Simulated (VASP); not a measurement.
Zn2BF, 4 atoms in the cell. The typed cell holds 4 atoms: a = 2.516 Å, b = 4.079 Å, c = 4.299 Å, α = 90.00°, β = 90.00°, γ = 90.00°. The cell was generated, and may not be a known phase.

* Program: VASP 6.6.1
* Task: single point
* Functional: PBE
* Potentials or basis: VASP PAW PBE potentials, release 64 (Zn, B, F)
* Cutoff: 600 eV
* k mesh: 5 × 3 × 3
* Occupations: gaussian, width 0.15 eV
* Spin: no spin polarisation
* Dipole correction: no
* Further INCAR settings: ALGO = Normal; EDIFF = 1e-06; NBANDS = 25

Potentials or basis: VASP PAW PBE potentials, release 64 (Zn, B, F).

Run with:

```console
$ cat potpaw_PBE.64/Zn/POTCAR potpaw_PBE.64/B/POTCAR potpaw_PBE.64/F/POTCAR > POTCAR
$ mpirun -np 1 vasp_std > vasp.out
```

Hardware: 1 thread of AMD EPYC 9R45 (Zen 5) (shared host).

Task: Estimate the wall time of this run.

Result: Wall time 11 s on 1 thread of AMD EPYC 9R45 (Zen 5), with other jobs on the host, peak memory 0.13 GiB. Counts: scf iterations 14, k points 12.
